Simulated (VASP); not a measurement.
Runs of VASP 6.6.1 on Sr. Symmetry: Im-3m, No. 229, cubic system. The conventional cell has a = 4.850 Å, b = 4.850 Å, c = 4.850 Å, α = 90.00°, β = 90.00°, γ = 90.00°. Within 5.5 Å of Sr (site symmetry m-3m) lie 14 Sr at 4.20 to 4.85 Å. This isn't the form of Sr at room conditions, which is fcc.

```csv
task,level,spin,fixed moment (μB),cell,k mesh,cutoff (eV),smearing,gap on the mesh (eV),pressure (GPa),moment (μB)
relaxation of volume and atoms at fixed shape,PBE,off,-,relaxed,4 × 4 × 4,500,methfessel-paxton 0.1 eV,none,0.0,-
single point,PBE,collinear,-,as given,4 × 4 × 4,500,gaussian 0.1 eV,none,-0.6,0.40
single point,PBE,collinear,6.0,as given,4 × 4 × 4,500,gaussian 0.1 eV,-,(b),6.00
single point,r2SCAN,off,-,as given,4 × 4 × 4,550,gaussian 0.1 eV,none,(a),-
single point,PBE,off,-,as given,6 × 6 × 6,500,gaussian 0.1 eV,none,-0.7,-
```

Alike in all rows: potentials or basis VASP PAW PBE potentials, release 64 (Sr_sv).

Question: Estimate the missing entries.

Answer: (a) -0.5; (b) -6.4.

Caveats: some runs use coarse meshes; the total moment is fixed, so each spin has its own Fermi level (at least some runs); the PAW data sets were made with another functional, which shifts forces and pressure a little (at least some runs).

A k mesh can miss the band edges, and the runs leave out spin-orbit coupling on Sr.

A gap of «none» marks levels without a gap at the run's occupations.
